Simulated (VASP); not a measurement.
The system is MoS2.

```xyz
6
Lattice="3.1262 0.0000 0.0000 -1.5631 2.7073 0.0000 0.0000 0.0000 12.1574" Properties=species:S:1:pos:R:3 pbc="T T T"
Mo    1.5631    0.9024    9.1181
Mo    0.0000    1.8049    3.0394
S     1.5631    0.9024    4.5834
S     0.0000    1.8049   10.6621
S     1.5631    0.9024    1.4954
S     0.0000    1.8049    7.5741
```

Base run:

| Property | Result |
| --- | --- |
| Program | VASP 6.6.1 |
| Functional | RPBE |
| Dispersion | D4 |
| Potentials or basis | VASP PAW PBE potentials, release 64 (Mo_sv, S) |
| Cutoff | 520 eV |
| k mesh | 10 × 10 × 3 |
| Occupations | fermi-dirac, width 0.05 eV |
| Spin | no spin polarisation |

Its results: band gap on the k mesh 0.95 eV, indirect (least direct gap 1.98 eV); pressure 2.7 GPa; largest force 0.612 eV/Å.

Q: After a change of settings the same cell gave: band gap on the k mesh 0.95 eV, indirect (least direct gap 1.98 eV); pressure -9.5 GPa; largest force 0.151 eV/Å. Which change was it?
A. functional from RPBE to PBE
B. functional from RPBE to PBEsol; dispersion from D4 to none
C. functional from RPBE to PBE; dispersion from D4 to none
D. dispersion from D4 to D3(BJ)

A: D.

Caveats: the PAW data sets were made with another functional, which shifts forces and pressure a little.
